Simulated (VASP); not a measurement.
LiH, 2 atoms in the cell. The structure is cubic, space group Fm-3m (No. 225). The conventional cell has a = 4.006 Å, b = 4.006 Å, c = 4.006 Å, α = 90.00°, β = 90.00°, γ = 90.00°. Li (site symmetry m-3m) has 6 H at 2.00 Å within 2.7 Å. H (site symmetry m-3m) has 6 Li at 2.00 Å within 2.7 Å. 

```yaml
Program: VASP 6.6.1
Task: single point
Functional: PBE
Potentials_or_basis: VASP PAW PBE potentials, release 64 (Li_sv, H)
Cutoff: 520 eV
k_mesh: 6 × 6 × 6
Occupations: gaussian, width 0.01 eV
Spin: no spin polarisation
Dipole_correction: no
Further_INCAR_settings: ALGO = Normal; EDIFF = 1e-06; NBANDS = 9
```

Potentials or basis: VASP PAW PBE potentials, release 64 (Li_sv, H).

Run with:

```console
$ cat potpaw_PBE.64/Li_sv/POTCAR potpaw_PBE.64/H/POTCAR > POTCAR
$ mpirun -np 1 vasp_std > vasp.out
```

Hardware: 1 thread of Intel Xeon 8259CL (shared host).

How long does it take, and how much memory?

Wall time 4.5 s on 1 thread of Intel Xeon 8259CL, on a shared host, peak memory 0.13 GiB. Counts: scf iterations 11, k points 16.
